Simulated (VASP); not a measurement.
SnO: single point with r2SCAN

Crystal: SnO.

```xyz
8
Lattice="3.2302 0.0000 0.0000 -1.6151 2.7975 0.0000 0.0000 0.0000 17.9869" Properties=species:S:1:pos:R:3 pbc="T T T"
Sn    0.0000    0.0000   -0.0492
Sn    0.0000    1.8650    4.4316
Sn    0.0000    0.0000    8.9443
Sn    1.6151    0.9325   13.4250
O     0.0000    0.0000    3.4216
O     0.0000    1.8650    7.9345
O     0.0000    0.0000   12.4151
O     1.6151    0.9325   16.9280
```

This cell differs from its parent crystal: volume changed by -6%.

```
Program             : VASP 6.6.1
Task                : single point
Functional          : r2SCAN
Potentials or basis : VASP PAW PBE potentials, release 64 (Sn_d, O)
Cutoff              : 520 eV
k mesh              : 9 × 9 × 2
Occupations         : gaussian, width 0.01 eV
Spin                : no spin polarisation
```

```yaml
Pressure: 5.4 GPa
Largest_force: 0.809 eV/Å
Band_gap_on_the_k_mesh: 1.53 eV, indirect (least direct gap 1.99 eV)
```

Forces in eV/Å, atoms in the order of the input:
```
Sn   0.000  0.000  0.803
Sn   0.000  0.000  0.809
Sn   0.000  0.000  0.803
Sn   0.000  0.000  0.809
O    0.000  0.000 -0.804
O    0.000  0.000 -0.808
O    0.000  0.000 -0.804
O    0.000  0.000 -0.808
```

Stress tensor (GPa, compression positive):
```
6.22 0.00 0.00
0.00 6.22 0.00
0.00 0.00 3.74
```

Levels at points of the mesh, in eV from the valence-band top:
```
           k point  band 36  band 37  band 38  band 39  band 40  band 41  band 42  band 43  band 44  band 45
(0.00, 0.00, 0.00)    -3.30    -2.79    -2.15    -2.12    -1.40     1.53     2.28     2.31     3.02     8.01
(0.00, 0.00, 0.50)    -3.31    -2.60    -2.60    -1.64    -1.64     1.77     1.77     2.80     2.80     8.38
```

Wall time 8.6 min on 1 thread of AMD EPYC 9R45 96-Core Processor (Zen 5) (shared host), peak memory 0.35 GiB.

Caveat: the PAW data sets were made with another functional, which shifts forces and pressure a little; spin-orbit coupling is left out, which moves the levels of the heavy elements. A k mesh can miss the band edges.
